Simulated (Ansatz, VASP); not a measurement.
# One calculation of Ca8CO, two programs

The input INCAR:

```
PREC = Accurate ; ENCUT = 520
EDIFF = 1E-6 ; ISMEAR = 0
SIGMA = 0.1 ; LREAL = F
LASPH = T ; NELM = 60
ALGO = Normal ; ISIF = 2
LWAVE = F ; LCHARG = T
LDIPOL = T ; IDIPOL = 3
DIPOL = 0.5 0.5 0.281 ; GGA = PE
LELF = T ; LVHAR = T
LVACPOTAV = T ; NBANDS = 56
```

The input KPOINTS:

```
regular mesh
0
Gamma
  4 4 1
```

Contents of POSCAR:

```
Ca8CO
1.0
    7.8132359319      0.0000000000      0.0000000000
    0.0000000000      7.8132359319      0.0000000000
    0.0000000000      0.0000000000     20.6093934330
Ca C O
8 1 1
Direct
    0.2500000000      0.2500000000      0.1940862555
    0.2500000000      0.7500000000      0.1940862555
    0.7500000000      0.2500000000      0.1940862555
    0.7500000000      0.7500000000      0.1940862555
    0.0000000000      0.0000000000      0.3206981057
    0.0000000000      0.5000000000      0.3206981057
    0.5000000000      0.0000000000      0.3206981057
    0.5000000000      0.5000000000      0.3206981057
    0.1494654703      0.7500000000      0.3750422572
    0.3505345297      0.7500000000      0.3750422572
```

Input for Ansatz:

```yaml
crystal:
  lattice:
    - [7.8132359319, 0.0, 0.0]
    - [0.0, 7.8132359319, 0.0]
    - [0.0, 0.0, 20.609393433]
  atoms:
    - { symbol: Ca, position: [0.25, 0.25, 0.1940862555] }
    - { symbol: Ca, position: [0.25, 0.75, 0.1940862555] }
    - { symbol: Ca, position: [0.75, 0.25, 0.1940862555] }
    - { symbol: Ca, position: [0.75, 0.75, 0.1940862555] }
    - { symbol: Ca, position: [0.0, 0.0, 0.3206981057] }
    - { symbol: Ca, position: [0.0, 0.5, 0.3206981057] }
    - { symbol: Ca, position: [0.5, 0.0, 0.3206981057] }
    - { symbol: Ca, position: [0.5, 0.5, 0.3206981057] }
    - { symbol: C, position: [0.1494654703, 0.75, 0.3750422572] }
    - { symbol: O, position: [0.3505345297, 0.75, 0.3750422572] }
basis:
  ecutwfc: 420
kpoints:
  mp_grid: { grid: [4, 4, 1] }
hamiltonian:
  xc: pbe
scf:
  occupations: { method: gaussian, width: 0.1 }
output:
  forces: true
  eigenvalues: true
efield:
  axis: 3
  dipole_correction: true
  ramp_width: 0.04
```

Alike in both runs: task single point; functional PBE; k mesh 4 × 4 × 1; occupations gaussian, width 0.1 eV; no spin polarisation.

```csv
,VASP,Ansatz
version,VASP 6.6.1,Ansatz 0.2.0
potentials or method,"VASP PAW PBE potentials, release 64 (Ca_sv, C, O), cutoff 520 eV","scalar-relativistic, plane waves, PAW"
valence electrons in the cell,90,90
```

Ansatz gave:

```
gap on the k mesh at the Fermi level (eV)  : none
rms of the force components (eV/Å)         : 1.078
work function, face that differs most (eV) : 2.80
```

**Question.** Estimate VASP's values.

**Answer.** gap on the k mesh at the Fermi level (eV): none; rms of the force components (eV/Å): 1.062; work function, face that differs most (eV): 2.80.

Atom by atom the forces differ by 0.017 eV/Å (rms over components). A gap of «none» marks a metal or a gap that the smearing closes. The functional is the same, so the differences come from potentials, cutoffs and numerics.
